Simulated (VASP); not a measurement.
The system is BeCd3S2.

```
Be Cd S
1.0
    -2.73098    2.73098    4.72567
     2.73098   -2.73098    4.72567
     2.73098    2.73098   -4.72567
Be Cd S
1 3 2
Direct
  0.00000 0.00000 0.00000
  0.50000 0.50000 0.00000
  0.50000 0.00000 0.50000
  0.00000 0.50000 0.50000
  0.75000 0.25000 0.50000
  0.25000 0.75000 0.50000
```

| Property | Result |
| --- | --- |
| Program | VASP 6.6.1 |
| Task | relaxation of cell and atoms |
| Functional | PBE |
| Potentials or basis | VASP PAW PBE potentials, release 64 (Be, Cd, S) |
| Cutoff | 600 eV |
| k mesh | 4 × 4 × 4 |
| Occupations | gaussian, width 0.1 eV |
| Spin | no spin polarisation |

At the start: pressure 5.0 GPa; volume 23.50 Å³/atom.

**Question.** Where does the relaxation end?

**Answer.** Over 8 steps the energy falls by 41.8 meV/atom and the volume is 27.02 Å³/atom (+15.0 %); space group I4/mmm (No. 139, to 0.05 Å).

The path:
| step | energy change (eV) | largest force (eV/Å) | pressure (GPa) | volume (Å³) |
| --- | --- | --- | --- | --- |
| 1 | 0.0000 | 0.0000 | 5.04 | 140.98 |
| 2 | -0.1636 | 0.0000 | -0.64 | 156.58 |
| 3 | -0.1820 | 0.0000 | 0.51 | 152.38 |
| 4 | -0.2255 | 0.0000 | 0.35 | 155.77 |
| 5 | -0.2447 | 0.0000 | 0.31 | 163.13 |
| 6 | -0.2496 | 0.0000 | 0.30 | 160.85 |
| 7 | -0.2504 | 0.0000 | -0.17 | 162.88 |
| 8 | -0.2509 | 0.0000 | 0.00 | 162.12 |

Final structure:
```cif
data_structure
_symmetry_space_group_name_H-M 'P 1'
_symmetry_Int_Tables_number 1
_cell_length_a 6.3377
_cell_length_b 6.3377
_cell_length_c 6.3377
_cell_angle_alpha 125.658
_cell_angle_beta 125.658
_cell_angle_gamma 80.450
_cell_volume 162.12
loop_
_atom_site_label
_atom_site_type_symbol
_atom_site_fract_x
_atom_site_fract_y
_atom_site_fract_z
_atom_site_occupancy
Be1 Be 0.00000 0.00000 0.00000 1
Cd1 Cd 0.50000 0.50000 0.00000 1
Cd2 Cd 0.50000 0.00000 0.50000 1
Cd3 Cd 0.00000 0.50000 0.50000 1
S1 S 0.75000 0.25000 0.50000 1
S2 S 0.25000 0.75000 0.50000 1
```

Caveat: the k points lie up to 0.38 Å⁻¹ apart in the final cell.
